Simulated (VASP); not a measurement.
# CsBe3Ag (Pm-3m) in VASP: notebook

The runs below take CsBe3Ag through single point, with PBE.

Program: VASP 6.6.1. These are calculated values, not measurements. Logs are shortened: lines on timing, memory, paths and dates and some standing lists are left out, and cuts for length are marked.

## (1) The cell of the first run

Symmetry: Pm-3m, No. 221, cubic system. Conventional cell: a = 4.319 Å, b = 4.319 Å, c = 4.319 Å, α = 90.00°, β = 90.00°, γ = 90.00°. Cs (site symmetry m-3m) has 12 Be at 3.05 Å and 8 Ag at 3.74 Å within 4.0 Å. Within 2.9 Å of Be (site symmetry 4/mmm) lie 2 Ag at 2.16 Å. Within 2.9 Å of Ag (site symmetry m-3m) lie 6 Be at 2.16 Å.

The cell was generated, and may not be a known phase.

## (2) Single point, PBE

The input, INCAR:

```
ALGO = Normal
EDIFF = 1E-7
ENCUT = 520
GGA = PE
ISIF = 2
ISMEAR = 0
LASPH = T
LCHARG = F
LREAL = F
LWAVE = F
NBANDS = 21
NELM = 60
PREC = Accurate
SIGMA = 0.1
```

The input, KPOINTS:

```
k-points
0
Gamma
  4 4 4
```

The input, POSCAR:

```
CsBe3Ag
1.0
    4.3187450300      0.0000000000      0.0000000000
    0.0000000000      4.3187450300      0.0000000000
    0.0000000000      0.0000000000      4.3187450300
Cs Be Ag
1 3 1
Direct
    0.0000000000      0.0000000000      0.0000000000
    0.0000000000      0.5000000000      0.5000000000
    0.5000000000      0.0000000000      0.5000000000
    0.5000000000      0.5000000000      0.0000000000
    0.5000000000      0.5000000000      0.5000000000
```

Potentials or basis: VASP PAW PBE potentials, release 64 (Cs_sv, Be, Ag).

Command:

```sh
$ cat potpaw_PBE.64/Cs_sv/POTCAR potpaw_PBE.64/Be/POTCAR potpaw_PBE.64/Ag/POTCAR > POTCAR
$ mpirun -np 1 vasp_std > vasp.out
```

OUTCAR:

```text
EDIFF = 1E-7
   ENCUT = 520
   GGA = PE
   ISIF = 2
   ISMEAR = 0
   LASPH = T
   LREAL = F
   NELM = 60
   PREC = Accurate

 ion  position               nearest neighbor table
   1  0.000  0.000  0.000-
   2  0.000  0.500  0.500-   5 2.16   5 2.16
   3  0.500  0.000  0.500-   5 2.16   5 2.16
   4  0.500  0.500  0.000-   5 2.16   5 2.16
   5  0.500  0.500  0.500-   2 2.16   3 2.16   4 2.16   4 2.16   3 2.16   2 2.16

  LATTYP: Found a simple cubic cell.
 ALAT       =     4.3187450300

  Lattice vectors:

 A1 = (   4.3187450300,   0.0000000000,   0.0000000000)
 A2 = (   0.0000000000,   4.3187450300,   0.0000000000)
 A3 = (   0.0000000000,   0.0000000000,   4.3187450300)

Analysis of symmetry for initial positions (statically):
=====================================================================
 Subroutine PRICEL returns:
 Original cell was already a primitive cell.

 Routine SETGRP: Setting up the symmetry group for a
 simple cubic supercell.

 Subroutine GETGRP returns: Found 48 space group operations
 (whereof 48 operations were pure point group operations)
 out of a pool of 48 trial point group operations.

The static configuration has the point symmetry O_h .

Analysis of symmetry for dynamics (positions and initial velocities):
=====================================================================
 Subroutine PRICEL returns:
 Original cell was already a primitive cell.

 Routine SETGRP: Setting up the symmetry group for a
 simple cubic supercell.

 Subroutine GETGRP returns: Found 48 space group operations
 (whereof 48 operations were pure point group operations)
 out of a pool of 48 trial point group operations.

The dynamic configuration has the point symmetry O_h .

 Subroutine INISYM returns: Found 48 space group operations
 (whereof 48 operations are pure point group operations),
 and found     1 'primitive' translations

----------------------------------------------------------------------------------------

                                     Primitive cell

  volume of cell :      80.5513

  direct lattice vectors                    reciprocal lattice vectors
     4.318745030  0.000000000  0.000000000     0.231548747  0.000000000  0.000000000
     0.000000000  4.318745030  0.000000000     0.000000000  0.231548747  0.000000000
     0.000000000  0.000000000  4.318745030     0.000000000  0.000000000  0.231548747

  length of vectors
     4.318745030  4.318745030  4.318745030     0.231548747  0.231548747  0.231548747

  position of ions in fractional coordinates (direct lattice)
     0.000000000  0.000000000  0.000000000
     0.000000000  0.500000000  0.500000000
     0.500000000  0.000000000  0.500000000
     0.500000000  0.500000000  0.000000000
     0.500000000  0.500000000  0.500000000

  ion indices of the primitive-cell ions
   primitive index   ion index
                 1           1
                 2           2
                 3           3
                 4           4
                 5           5

----------------------------------------------------------------------------------------

 KPOINTS: k-points

Automatic generation of k-mesh.
 Grid dimensions read from file:
 generate k-points for:    4    4    4

 Generating k-lattice:

  Cartesian coordinates                     Fractional coordinates (reciprocal lattice)
     0.057887187  0.000000000  0.000000000     0.250000000  0.000000000  0.000000000
     0.000000000  0.057887187  0.000000000     0.000000000  0.250000000  0.000000000
     0.000000000  0.000000000  0.057887187     0.000000000  0.000000000  0.250000000

  Length of vectors
     0.057887187  0.057887187  0.057887187

  Shift w.r.t. Gamma in fractional coordinates (k-lattice)
     0.000000000  0.000000000  0.000000000

 Subroutine IBZKPT returns following result:
 ===========================================

 Found     10 irreducible k-points:

 Following reciprocal coordinates:
            Coordinates               Weight
  0.000000  0.000000  0.000000      1.000000
  0.250000  0.000000  0.000000      6.000000
  0.500000  0.000000  0.000000      3.000000
  0.250000  0.250000  0.000000     12.000000
  0.500000  0.250000  0.000000     12.000000
  0.500000  0.500000  0.000000      3.000000
  0.250000  0.250000  0.250000      8.000000
  0.500000  0.250000  0.250000     12.000000
  0.500000  0.500000  0.250000      6.000000
  0.500000  0.500000  0.500000      1.000000
   k-points           NKPTS =     10   k-points in BZ     NKDIM =     10   number of bands    NBANDS=     21
   number of dos      NEDOS =    301   number of ions     NIONS =      5
   total plane-waves  NPLWV =  32768
   dimension x,y,z NGX =    32 NGY =   32 NGZ =   32
   dimension x,y,z NGXF=    64 NGYF=   64 NGZF=   64
   ions per type =               1   3   1
   NGX,Y,Z   is equivalent  to a cutoff of  12.32, 12.32, 12.32 a.u.
   NGXF,Y,Z  is equivalent  to a cutoff of  24.64, 24.64, 24.64 a.u.
 SYSTEM =  unknown system
   PREC   = accura    normal or accurate (medium, high low for compatibility)
   ISTART =      0    job   : 0-new  1-cont  2-samecut
   ICHARG =      2    charge: 1-file 2-atom 10-const
   ISPIN  =      1    spin polarized calculation?
   LNONCOLLINEAR =      F non collinear calculations
   LSORBIT =      F    spin-orbit coupling
   LASPH  =      T    aspherical Exc in radial PAW
   ENCUT  =  520.0 eV  38.22 Ry    6.18 a.u.   8.03  8.03  8.03*2*pi/ulx,y,z
   NELM   =     60;   NELMIN=  2; NELMDL= -5     # of ELM steps
   EDIFF  = 0.1E-06   stopping-criterion for ELM
   LREAL  =      F    real-space projection
   EDIFFG = 0.1E-05   stopping-criterion for IOM
   NSW    =      0    number of steps for IOM
   IBRION =     -1    ionic relax: 0-MD 1-quasi-New 2-CG
   NFREE  =      0    steps in history (QN), initial steepest desc. (CG)
   ISIF   =      2    stress and relaxation
   ISYM   =      2    0-nonsym 1-usesym 2-fastsym
   POTIM  = 0.5000    time-step for ionic-motion
   TEBEG  =    0.0;   TEEND  =   0.0 temperature during run
   PSTRESS=    0.0 pullay stress
   NELECT =      26.0000    total number of electrons
   NUPDOWN=      -1.0000    fix difference up-down
   EMIN   =  10.00;   EMAX   =-10.00  energy-range for DOS
   EFERMI =   0.00;   METHOD = LEGACY
   ISMEAR =     0;   SIGMA  =   0.10  broadening in eV -4-tet -1-fermi 0-gaus
   EFERMI_NEDOS =   21; number of points for ismear=-14 and -15
   IALGO  =     38    algorithm
   IMIX   =      4    mixing-type and parameters
     AMIX     =   0.40;   BMIX     =  1.00
     AMIX_MAG =   1.60;   BMIX_MAG =  1.00
  volume/ion in A,a.u.               =      16.11       108.72
  Fermi-wavevector in a.u.,A,eV,Ry     =   1.122988  2.122139 17.158330  1.261102
  Thomas-Fermi vector in A             =   2.259651
   LORBIT       =      0    0 simple, 1 ext, 2 COOP (PROOUT), +10 PAW based schemes
   GGA     = PE    functional components
   LHFCALC =     F    Hartree Fock is set to
   AEXX    =    0.0000 exact exchange contribution
   IVDW    =     0    specifies the selected vdW correction
   LEPSILON=     F    determine dielectric tensor
   LRPA    =     F    only Hartree local field effects (RPA)
 non-spin polarized calculation
 Gauss-broadening in eV      SIGMA  =   0.10
  energy-cutoff  :      520.00
  volume of cell :       80.55
 maximum number of plane-waves:      2178
   NGX = 17   NGY = 17   NGZ = 17

 number of electron      25.9999996 magnetization

 Free energy of the ion-electron system (eV)
  ---------------------------------------------------
  ext. energy  EPLUGINS =         0.00000000
  ---------------------------------------------------
  free energy    TOTEN  =        -9.17869780 eV

  energy without entropy =       -9.17809086  energy(sigma->0) =       -9.17839433

 E-fermi :   5.4666     XC(G=0): -10.2764

 val. band max:        5.3193112619   @ k =   0.0000   0.0000   0.0000
 cond. band min:       5.6139707512   @ k =   0.5000   0.0000   0.0000
 fundamental gap:      0.2946594893
 Fermi energy:         5.4666416815

 k-point     1 :       0.0000    0.0000    0.0000
  band No.  band energies     occupation
      1     -16.3124      2.00000
      2      -3.3312      2.00000
      3      -3.3312      2.00000
      4      -3.3312      2.00000
      5      -1.4257      2.00000
      6      -1.4257      2.00000
[... 13 lines left out ...]
     20      11.3953      0.00000
     21      11.3953      0.00000

 k-point     2 :       0.2500    0.0000    0.0000
  band No.  band energies     occupation
      1     -16.2796      2.00000
      2      -4.1448      2.00000
      3      -3.2822      2.00000
      4      -3.2822      2.00000
      5      -1.3935      2.00000
      6      -1.3429      2.00000
[... 13 lines left out ...]
     20      11.4493      0.00000
     21      11.4975      0.00000

 k-point     3 :       0.5000    0.0000    0.0000
  band No.  band energies     occupation
      1     -16.2462      2.00000
      2      -4.6793      2.00000
      3      -3.2337      2.00000
      4      -3.2337      2.00000
      5      -1.3604      2.00000
      6      -1.2658      2.00000
[... 13 lines left out ...]
     20      10.2352      0.00000
     21      10.9156      0.00000
[... 121 lines left out ...]
 k-point     9 :       0.5000    0.5000    0.2500
  band No.  band energies     occupation
      1     -16.1539      2.00000
      2      -4.1715      2.00000
      3      -4.1715      2.00000
      4      -3.6449      2.00000
      5      -1.3510      2.00000
      6      -1.3048      2.00000
[... 13 lines left out ...]
     20      12.1588      0.00000
     21      13.4838      0.00000

 k-point    10 :       0.5000    0.5000    0.5000
  band No.  band energies     occupation
      1     -16.1222      2.00000
      2      -4.1343      2.00000
      3      -4.1343      2.00000
      4      -4.1343      2.00000
      5      -1.3008      2.00000
      6      -1.3008      2.00000
[... 13 lines left out ...]
     20      13.8158      0.00000
     21      13.8589      0.00000

------------------------ aborting loop because EDIFF is reached ----------------------------------------

  FORCE on cell =-STRESS in cart. coord.  units (eV):
  Direction    XX          YY          ZZ          XY          YZ          ZX
  --------------------------------------------------------------------------------------
  -------------------------------------------------------------------------------------
  Total       10.4325573     10.4325573     10.4325573     -0.0000000      0.0000000      0.0000000
  in kB      207.5050488    207.5050488    207.5050488     -0.0000000      0.0000000      0.0000000
  external PRESSURE =     207.5050488 kB  Pullay stress =       0.0000000 kB

 VOLUME and BASIS-vectors are now :
 -----------------------------------------------------------------------------
  energy-cutoff  :      520.00
  volume of cell :       80.55
      direct lattice vectors                 reciprocal lattice vectors
     4.318745030  0.000000000  0.000000000     0.231548747  0.000000000  0.000000000
     0.000000000  4.318745030  0.000000000     0.000000000  0.231548747  0.000000000
     0.000000000  0.000000000  4.318745030     0.000000000  0.000000000  0.231548747

 POSITION                                       TOTAL-FORCE (eV/Angst)
 -----------------------------------------------------------------------------------
      0.00000      0.00000      0.00000         0.000000      0.000000      0.000000
      0.00000      2.15937      2.15937         0.000000      0.000000      0.000000
      2.15937      0.00000      2.15937         0.000000      0.000000      0.000000
      2.15937      2.15937      0.00000         0.000000      0.000000      0.000000
      2.15937      2.15937      2.15937         0.000000      0.000000      0.000000
 -----------------------------------------------------------------------------------
    total drift:                                0.000000      0.000000     -0.000000

  FREE ENERGIE OF THE ION-ELECTRON SYSTEM (eV)
  ---------------------------------------------------
  free  energy   TOTEN  =        -9.1786978047 eV

  energy  without entropy=       -9.1780908552  energy(sigma->0) =       -9.17839433
```

Wall time 8.3 s (1 thread of Intel Xeon 6975P-C (Granite Rapids), shared host); peak memory 0.18 GiB.

What came out:

- Free energy: -9.1787 eV
- Pressure: 20.8 GPa

Caveat: the k points lie up to 0.36 Å⁻¹ apart; spin-orbit coupling is left out, which moves the levels of the heavy elements.

## (3) Single point, PBE

This run uses another cell than the first one, of 20.71 Å³/atom.

The input, INCAR:

```
SYSTEM = CsBe3Ag
PREC = Accurate
ENCUT = 520
EDIFF = 1E-7
ISMEAR = 0
SIGMA = 0.1
LREAL = .False.
LASPH = .True.
NELM = 100
ALGO = Normal
ISIF = 2
LWAVE = .False.
LCHARG = .False.
GGA = PE
NBANDS = 21
```

The input, KPOINTS:

```
Automatic mesh
0
Gamma
  4 4 4
  0 0 0
```

Edit POSCAR of step 2 so:

```diff
@@ -2,5 +2,5 @@
 1.0
-    4.3187450300      0.0000000000      0.0000000000
-    0.0000000000      4.3187450300      0.0000000000
-    0.0000000000      0.0000000000      4.3187450300
+    4.6957881757      0.0000000000      0.0000000000
+    0.0000000000      4.6957881757      0.0000000000
+    0.0000000000      0.0000000000      4.6957881757
 Cs Be Ag
```

Potentials or basis: VASP PAW PBE potentials, release 64 (Cs_sv, Be, Ag).

Command:

```sh
$ cat potpaw_PBE.64/Cs_sv/POTCAR potpaw_PBE.64/Be/POTCAR potpaw_PBE.64/Ag/POTCAR > POTCAR
$ mpirun -np 1 vasp_std > vasp.out
```

Wall time 12 s (1 thread of Intel Xeon 6975P-C (Granite Rapids), shared host); peak memory 0.2 GiB.

It converged, with:

```
Free energy            : -10.4149 eV
Pressure               : 0.4 GPa
Band gap on the k mesh : 0.44 eV (least direct gap 0.59 eV)
```

Levels at points of the mesh, in eV from the valence-band top:
```
           k point  band 10  band 11  band 12  band 13  band 14  band 15  band 16  band 17
(0.00, 0.00, 0.00)    -5.12    -0.16    -0.16    -0.16     0.44     0.44     3.56     3.56
(0.50, 0.00, 0.00)    -4.36    -3.54    -0.49    -0.49     0.74     2.10     3.38     3.38
(0.50, 0.50, 0.00)    -4.68    -1.83    -1.83    -0.19     0.94     1.86     1.86     2.84
(0.50, 0.50, 0.50)    -3.72    -2.63    -2.63    -2.63     1.78     1.78     1.78     6.18
```

Caveat: spin-orbit coupling is left out, which moves the levels of the heavy elements. A k mesh can miss the band edges.
